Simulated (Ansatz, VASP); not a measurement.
One calculation of As, two programs

```xyz
4
Lattice="3.5713 0.0000 0.0000 -1.7857 3.0929 0.0000 0.0000 0.0000 20.2953" Properties=species:S:1:pos:R:3 pbc="T T T"
As    0.0000    2.0619    5.8976
As    1.7857    1.0310    4.5000
As    3.5713    1.0310   12.0153
As    1.7857    2.0619   10.6176
```

Alike in both runs: task single point; functional PBE; dispersion D3(BJ); k mesh 9 × 9 × 1; occupations gaussian, width 0.05 eV; no spin polarisation.

|  | VASP | Ansatz |
| --- | --- | --- |
| version | VASP 6.6.1 | Ansatz 0.2.0 |
| potentials or method | VASP PAW PBE potentials, release 64 (As_d), cutoff 520 eV | scalar-relativistic, plane waves, PAW |
| valence electrons in the cell | 60 | 60 |

```tsv
	VASP	Ansatz	Ansatz less VASP
gap on the k mesh at the Fermi level (eV)	1.43	1.43	-0.004
least direct gap on the mesh (eV)	1.94	1.95	+0.004
rms of the force components (eV/Å)	0.031	0.022	-0.0098
```

Atom by atom the forces differ by 0.015 eV/Å (rms over components).
